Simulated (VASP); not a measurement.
# Mo3Pt (Pm-3m) in VASP: a series of runs

Runs on Mo3Pt. Level: LDA. Tasks: single point.

Program: VASP 6.6.1. These are calculated values, not measurements. Logs are shortened: lines on timing, memory, paths and dates and some standing lists are left out, and cuts for length are marked.

**1. The cell of the first run**

Symmetry: Pm-3m, No. 221, cubic system. Conventional cell: a = 3.904 Å, b = 3.904 Å, c = 3.904 Å, α = 90.00°, β = 90.00°, γ = 90.00°. Mo (site symmetry 4/mmm) has 8 Mo at 2.76 Å and 4 Pt at 2.76 Å within 3.6 Å. Pt (site symmetry m-3m) has 12 Mo at 2.76 Å within 3.6 Å.

**2. Single point, LDA**

File INCAR:

```
ALGO     = Normal         # electronic algorithm
EDIFF    = 1E-7           # SCF threshold, eV
ENCUT    = 520            # plane-wave cutoff, eV
ISIF     = 2              # what is computed and relaxed
ISMEAR   = 1              # smearing method
LASPH    = T              # aspherical terms in the spheres
LCHARG   = F              # write CHGCAR
LREAL    = F              # projectors in reciprocal space
LWAVE    = F              # write WAVECAR
NBANDS   = 34             # bands
NELM     = 100            # most SCF steps
PREC     = Accurate       # precision mode
SIGMA    = 0.01           # smearing width, eV
```

File KPOINTS:

```
k-points
0
Gamma
  4 4 4
```

File POSCAR:

```
Mo3Pt
1.0
    3.9043233989      0.0000000000      0.0000000000
    0.0000000000      3.9043233989      0.0000000000
    0.0000000000      0.0000000000      3.9043233989
Mo Pt
3 1
Direct
    0.0000000000      0.5000000000      0.5000000000
    0.5000000000      0.0000000000      0.5000000000
    0.5000000000      0.5000000000      0.0000000000
    0.0000000000      0.0000000000      0.0000000000
```

Potentials or basis: VASP PAW LDA potentials, release 64 (Mo_sv, Pt).

Run with:

```console
$ cat potpaw_LDA.64/Mo_sv/POTCAR potpaw_LDA.64/Pt/POTCAR > POTCAR
$ mpirun -np 1 vasp_std > vasp.out
```

OUTCAR:

```text
EDIFF = 1E-7
   ENCUT = 520
   ISIF = 2
   ISMEAR = 1
   LASPH = T
   LREAL = F
   NELM = 100
   PREC = Accurate

 ion  position               nearest neighbor table
   1  0.000  0.500  0.500-   2 2.76   3 2.76   4 2.76   3 2.76   4 2.76   2 2.76   4 2.76   4 2.76
                             2 2.76   3 2.76   3 2.76   2 2.76
   2  0.500  0.000  0.500-   1 2.76   3 2.76   4 2.76   3 2.76   4 2.76   1 2.76   3 2.76   3 2.76
                             1 2.76   4 2.76   4 2.76   1 2.76
   3  0.500  0.500  0.000-   1 2.76   2 2.76   4 2.76   1 2.76   2 2.76   2 2.76   4 2.76   2 2.76
                             1 2.76   4 2.76   1 2.76   4 2.76
   4  0.000  0.000  0.000-   1 2.76   2 2.76   3 2.76   1 2.76   2 2.76   1 2.76   3 2.76   1 2.76
                             2 2.76   3 2.76   2 2.76   3 2.76

  LATTYP: Found a simple cubic cell.
 ALAT       =     3.9043233989

  Lattice vectors:

 A1 = (   3.9043233989,   0.0000000000,   0.0000000000)
 A2 = (   0.0000000000,   3.9043233989,   0.0000000000)
 A3 = (   0.0000000000,   0.0000000000,   3.9043233989)

Analysis of symmetry for initial positions (statically):
=====================================================================
 Subroutine PRICEL returns:
 Original cell was already a primitive cell.

 Routine SETGRP: Setting up the symmetry group for a
 simple cubic supercell.

 Subroutine GETGRP returns: Found 48 space group operations
 (whereof 48 operations were pure point group operations)
 out of a pool of 48 trial point group operations.

The static configuration has the point symmetry O_h .

Analysis of symmetry for dynamics (positions and initial velocities):
=====================================================================
 Subroutine PRICEL returns:
 Original cell was already a primitive cell.

 Routine SETGRP: Setting up the symmetry group for a
 simple cubic supercell.

 Subroutine GETGRP returns: Found 48 space group operations
 (whereof 48 operations were pure point group operations)
 out of a pool of 48 trial point group operations.

The dynamic configuration has the point symmetry O_h .

 Subroutine INISYM returns: Found 48 space group operations
 (whereof 48 operations are pure point group operations),
 and found     1 'primitive' translations

----------------------------------------------------------------------------------------

                                     Primitive cell

  volume of cell :      59.5165

  direct lattice vectors                    reciprocal lattice vectors
     3.904323399  0.000000000  0.000000000     0.256126324  0.000000000  0.000000000
     0.000000000  3.904323399  0.000000000     0.000000000  0.256126324  0.000000000
     0.000000000  0.000000000  3.904323399     0.000000000  0.000000000  0.256126324

  length of vectors
     3.904323399  3.904323399  3.904323399     0.256126324  0.256126324  0.256126324

  position of ions in fractional coordinates (direct lattice)
     0.000000000  0.500000000  0.500000000
     0.500000000  0.000000000  0.500000000
     0.500000000  0.500000000  0.000000000
     0.000000000  0.000000000  0.000000000

  ion indices of the primitive-cell ions
   primitive index   ion index
                 1           1
                 2           2
                 3           3
                 4           4

----------------------------------------------------------------------------------------

 KPOINTS: k-points

Automatic generation of k-mesh.
 Grid dimensions read from file:
 generate k-points for:    4    4    4

 Generating k-lattice:

  Cartesian coordinates                     Fractional coordinates (reciprocal lattice)
     0.064031581  0.000000000  0.000000000     0.250000000  0.000000000  0.000000000
     0.000000000  0.064031581  0.000000000     0.000000000  0.250000000  0.000000000
     0.000000000  0.000000000  0.064031581     0.000000000  0.000000000  0.250000000

  Length of vectors
     0.064031581  0.064031581  0.064031581

  Shift w.r.t. Gamma in fractional coordinates (k-lattice)
     0.000000000  0.000000000  0.000000000

 Subroutine IBZKPT returns following result:
 ===========================================

 Found     10 irreducible k-points:

 Following reciprocal coordinates:
            Coordinates               Weight
  0.000000  0.000000  0.000000      1.000000
  0.250000  0.000000  0.000000      6.000000
  0.500000  0.000000  0.000000      3.000000
  0.250000  0.250000  0.000000     12.000000
  0.500000  0.250000  0.000000     12.000000
  0.500000  0.500000  0.000000      3.000000
  0.250000  0.250000  0.250000      8.000000
  0.500000  0.250000  0.250000     12.000000
  0.500000  0.500000  0.250000      6.000000
  0.500000  0.500000  0.500000      1.000000
   k-points           NKPTS =     10   k-points in BZ     NKDIM =     10   number of bands    NBANDS=     34
   number of dos      NEDOS =    301   number of ions     NIONS =      4
   total plane-waves  NPLWV =  27000
   dimension x,y,z NGX =    30 NGY =   30 NGZ =   30
   dimension x,y,z NGXF=    60 NGYF=   60 NGZF=   60
   ions per type =               3   1
   NGX,Y,Z   is equivalent  to a cutoff of  12.77, 12.77, 12.77 a.u.
   NGXF,Y,Z  is equivalent  to a cutoff of  25.55, 25.55, 25.55 a.u.
 SYSTEM =  unknown system
   PREC   = accura    normal or accurate (medium, high low for compatibility)
   ISTART =      0    job   : 0-new  1-cont  2-samecut
   ICHARG =      2    charge: 1-file 2-atom 10-const
   ISPIN  =      1    spin polarized calculation?
   LNONCOLLINEAR =      F non collinear calculations
   LSORBIT =      F    spin-orbit coupling
   LASPH  =      T    aspherical Exc in radial PAW
   ENCUT  =  520.0 eV  38.22 Ry    6.18 a.u.   7.26  7.26  7.26*2*pi/ulx,y,z
   NELM   =    100;   NELMIN=  2; NELMDL= -5     # of ELM steps
   EDIFF  = 0.1E-06   stopping-criterion for ELM
   LREAL  =      F    real-space projection
   EDIFFG = 0.1E-05   stopping-criterion for IOM
   NSW    =      0    number of steps for IOM
   IBRION =     -1    ionic relax: 0-MD 1-quasi-New 2-CG
   NFREE  =      0    steps in history (QN), initial steepest desc. (CG)
   ISIF   =      2    stress and relaxation
   ISYM   =      2    0-nonsym 1-usesym 2-fastsym
   POTIM  = 0.5000    time-step for ionic-motion
   TEBEG  =    0.0;   TEEND  =   0.0 temperature during run
   PSTRESS=    0.0 pullay stress
   NELECT =      52.0000    total number of electrons
   NUPDOWN=      -1.0000    fix difference up-down
   EMIN   =  10.00;   EMAX   =-10.00  energy-range for DOS
   EFERMI =   0.00;   METHOD = LEGACY
   ISMEAR =     1;   SIGMA  =   0.01  broadening in eV -4-tet -1-fermi 0-gaus
   EFERMI_NEDOS =   21; number of points for ismear=-14 and -15
   IALGO  =     38    algorithm
   IMIX   =      4    mixing-type and parameters
     AMIX     =   0.40;   BMIX     =  1.00
     AMIX_MAG =   1.60;   BMIX_MAG =  1.00
  volume/ion in A,a.u.               =      14.88       100.41
  Fermi-wavevector in a.u.,A,eV,Ry     =   1.565057  2.957529 33.326157  2.449403
  Thomas-Fermi vector in A             =   2.667589
   LORBIT       =      0    0 simple, 1 ext, 2 COOP (PROOUT), +10 PAW based schemes
   GGA     = CA    functional components
   LHFCALC =     F    Hartree Fock is set to
   AEXX    =    0.0000 exact exchange contribution
   IVDW    =     0    specifies the selected vdW correction
   LEPSILON=     F    determine dielectric tensor
   LRPA    =     F    only Hartree local field effects (RPA)
 non-spin polarized calculation
 Methfessel and Paxton  Order N= 1 SIGMA  =   0.01
  energy-cutoff  :      520.00
  volume of cell :       59.52
 maximum number of plane-waves:      1628
 NGX is ok and might be reduce to    30
   NGX = 15   NGY = 15   NGZ = 15

 number of electron      51.9999992 magnetization

 Free energy of the ion-electron system (eV)
  ---------------------------------------------------
  ext. energy  EPLUGINS =         0.00000000
  ---------------------------------------------------
  free energy    TOTEN  =       -44.40982963 eV

  energy without entropy =      -44.40931613  energy(sigma->0) =      -44.40965846

 E-fermi :  12.6651     XC(G=0): -13.8525

 val. band max:       12.6640661917   @ k =   0.5000   0.2500   0.0000
 cond. band min:      12.8497152929   @ k =   0.2500   0.0000   0.0000
 fundamental gap:      0.1856491012
 Fermi energy:        12.6650562578

 k-point     1 :       0.0000    0.0000    0.0000
  band No.  band energies     occupation
      1     -47.9014      2.00000
      2     -47.5949      2.00000
      3     -47.5949      2.00000
      4     -22.5865      2.00000
      5     -22.5865      2.00000
      6     -22.5865      2.00000
[... 26 lines left out ...]
     33      16.8004      0.00000
     34      17.5794      0.00000

 k-point     2 :       0.2500    0.0000    0.0000
  band No.  band energies     occupation
      1     -47.8623      2.00000
      2     -47.6341      2.00000
      3     -47.5944      2.00000
      4     -22.5030      2.00000
      5     -22.5030      2.00000
      6     -22.4521      2.00000
[... 26 lines left out ...]
     33      15.9798      0.00000
     34      17.5832      0.00000

 k-point     3 :       0.5000    0.0000    0.0000
  band No.  band energies     occupation
      1     -47.7987      2.00000
      2     -47.6978      2.00000
      3     -47.5938      2.00000
      4     -22.3878      2.00000
      5     -22.3878      2.00000
      6     -22.1759      2.00000
[... 26 lines left out ...]
     33      15.6171      0.00000
     34      17.5872      0.00000
[... 186 lines left out ...]
 k-point     9 :       0.5000    0.5000    0.2500
  band No.  band energies     occupation
      1     -47.6959      2.00000
      2     -47.6954      2.00000
      3     -47.6954      2.00000
      4     -22.7433      2.00000
      5     -22.5420      2.00000
      6     -22.3930      2.00000
[... 26 lines left out ...]
     33      16.6377      0.00000
     34      16.8299      0.00000

 k-point    10 :       0.5000    0.5000    0.5000
  band No.  band energies     occupation
      1     -47.6950      2.00000
      2     -47.6950      2.00000
      3     -47.6950      2.00000
      4     -22.9179      2.00000
      5     -22.5315      2.00000
      6     -22.5315      2.00000
[... 26 lines left out ...]
     33      15.6080      0.00000
     34      16.8884      0.00000

------------------------ aborting loop because EDIFF is reached ----------------------------------------

  FORCE on cell =-STRESS in cart. coord.  units (eV):
  Direction    XX          YY          ZZ          XY          YZ          ZX
  --------------------------------------------------------------------------------------
  -------------------------------------------------------------------------------------
  Total        0.3557622      0.3557622      0.3557622      0.0000000     -0.0000000      0.0000000
  in kB        9.5770793      9.5770793      9.5770793      0.0000000     -0.0000000      0.0000000
  external PRESSURE =       9.5770793 kB  Pullay stress =       0.0000000 kB

 VOLUME and BASIS-vectors are now :
 -----------------------------------------------------------------------------
  energy-cutoff  :      520.00
  volume of cell :       59.52
      direct lattice vectors                 reciprocal lattice vectors
     3.904323399  0.000000000  0.000000000     0.256126324  0.000000000  0.000000000
     0.000000000  3.904323399  0.000000000     0.000000000  0.256126324  0.000000000
     0.000000000  0.000000000  3.904323399     0.000000000  0.000000000  0.256126324

 POSITION                                       TOTAL-FORCE (eV/Angst)
 -----------------------------------------------------------------------------------
      0.00000      1.95216      1.95216         0.000000      0.000000      0.000000
      1.95216      0.00000      1.95216         0.000000      0.000000      0.000000
      1.95216      1.95216      0.00000         0.000000      0.000000      0.000000
      0.00000      0.00000      0.00000         0.000000      0.000000      0.000000
 -----------------------------------------------------------------------------------
    total drift:                                0.000000      0.000000     -0.000000

  FREE ENERGIE OF THE ION-ELECTRON SYSTEM (eV)
  ---------------------------------------------------
  free  energy   TOTEN  =       -44.4098296283 eV

  energy  without entropy=      -44.4093161282  energy(sigma->0) =      -44.40965846
```

Run time: 51 s. Hardware: 1 thread of AMD EPYC 7R13, shared host; peak memory 0.12 GiB.

Results:

```
Free energy            : -44.4098 eV
Pressure               : 1.0 GPa
Band gap on the k mesh : zero (band 26 reaches 15.58 eV, above the bottom of band 27 at 11.68 eV)
```

Levels at points of the mesh, in eV from the Fermi level:
| k point | band 22 | band 23 | band 24 | band 25 | band 26 | band 27 | band 28 | band 29 | band 30 | band 31 |
| --- | --- | --- | --- | --- | --- | --- | --- | --- | --- | --- |
| (0.00, 0.00, 0.00) | -2.00 | 0.23 | 0.23 | 2.91 | 2.91 | 2.91 | 3.21 | 3.21 | 3.48 | 3.48 |
| (0.50, 0.00, 0.00) | -2.46 | -2.46 | -0.23 | -0.05 | -0.05 | 0.61 | 0.98 | 1.04 | 1.04 | 1.20 |
| (0.50, 0.50, 0.00) | -2.24 | -2.24 | -2.18 | -2.03 | 0.30 | 0.30 | 0.37 | 0.37 | 0.38 | 1.67 |
| (0.50, 0.50, 0.50) | -1.23 | -1.23 | -1.23 | 0.79 | 0.79 | 0.79 | 1.87 | 2.61 | 2.61 | 2.61 |

Caveat: the k points lie up to 0.40 Å⁻¹ apart; spin-orbit coupling is left out, which moves the levels of the heavy elements.

**3. Single point, LDA**

This run uses another cell than the first one, of 15.69 Å³/atom, 1.054 times its volume.

File INCAR:

```
PREC = Accurate
ENCUT = 520
EDIFF = 1E-6
ISMEAR = 1
SIGMA = 0.01
LREAL = False
LASPH = True
NELM = 100
ALGO = Normal
ISIF = 2
LWAVE = False
LCHARG = False
GGA = CA
NBANDS = 34
```

File KPOINTS:

```
Automatic mesh
0
Gamma
  4 4 4
```

File POSCAR:

```
Mo3Pt
1.0
    3.9739800000      0.0000000000      0.0000000000
    0.0000000000      3.9739800000      0.0000000000
    0.0000000000      0.0000000000      3.9739800000
Mo Pt
3 1
Direct
    0.0000000000      0.5000000000      0.5000000000
    0.5000000000      0.0000000000      0.5000000000
    0.5000000000      0.5000000000      0.0000000000
    0.0000000000      0.0000000000      0.0000000000
```

Potentials or basis: VASP PAW LDA potentials, release 64 (Mo_sv, Pt).

Run with:

```console
$ cat potpaw_LDA.64/Mo_sv/POTCAR potpaw_LDA.64/Pt/POTCAR > POTCAR
$ mpirun -np 1 vasp_std > vasp.out
```

Run time: 38 s. Hardware: 1 thread of AMD EPYC 7R13, shared host; peak memory 0.12 GiB.

Results (log left out):

```
Free energy            : -44.2770 eV
Pressure               : -13.6 GPa
Band gap on the k mesh : zero (band 26 reaches 14.45 eV, above the bottom of band 27 at 10.88 eV)
```

Levels at points of the mesh, in eV from the Fermi level:
| k point | band 22 | band 23 | band 24 | band 25 | band 26 | band 27 | band 28 | band 29 | band 30 | band 31 |
| --- | --- | --- | --- | --- | --- | --- | --- | --- | --- | --- |
| (0.00, 0.00, 0.00) | -1.86 | 0.18 | 0.18 | 2.68 | 2.68 | 2.68 | 2.98 | 2.98 | 3.26 | 3.26 |
| (0.50, 0.00, 0.00) | -2.30 | -2.30 | -0.21 | -0.06 | -0.06 | 0.58 | 0.89 | 1.00 | 1.00 | 1.15 |
| (0.50, 0.50, 0.00) | -2.05 | -2.04 | -2.04 | -1.96 | 0.28 | 0.28 | 0.38 | 0.38 | 0.38 | 1.59 |
| (0.50, 0.50, 0.50) | -1.12 | -1.12 | -1.12 | 0.71 | 0.71 | 0.71 | 1.66 | 2.41 | 2.41 | 2.41 |

Caveat: the k points lie up to 0.40 Å⁻¹ apart; spin-orbit coupling is left out, which moves the levels of the heavy elements.
